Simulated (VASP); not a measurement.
KCl:

```
K Cl
1.0
     0.00000    3.23856    3.23856
     3.23856    0.00000    3.23856
     3.23856    3.23856    0.00000
K Cl
1 1
Cartesian
  0.0000 0.0000 0.0000
  3.2386 3.2386 3.2386
```

This cell differs from its parent crystal: strain +3.0%.

Base run:

| Item | Value |
| --- | --- |
| Program | VASP 6.6.1 |
| Functional | r2SCAN |
| Potentials or basis | VASP PAW PBE potentials, release 64 (K_sv, Cl) |
| Cutoff | 520 eV |
| k mesh | 8 × 8 × 8 |
| Occupations | gaussian, width 0.01 eV |
| Spin | no spin polarisation |

Its results: band gap on the k mesh 5.54 eV; pressure -1.4 GPa.

**Question.** The run is repeated on the same cell with these changes: functional from r2SCAN to PBE; occupations from gaussian, width 0.01 eV to fermi-dirac, width 0.02 eV. What comes out?

**Answer.** Band gap on the k mesh 4.90 eV; pressure -0.6 GPa.

Caveats: the PAW data sets were made with another functional, which shifts forces and pressure a little (at least some runs).

A k mesh can miss the band edges.
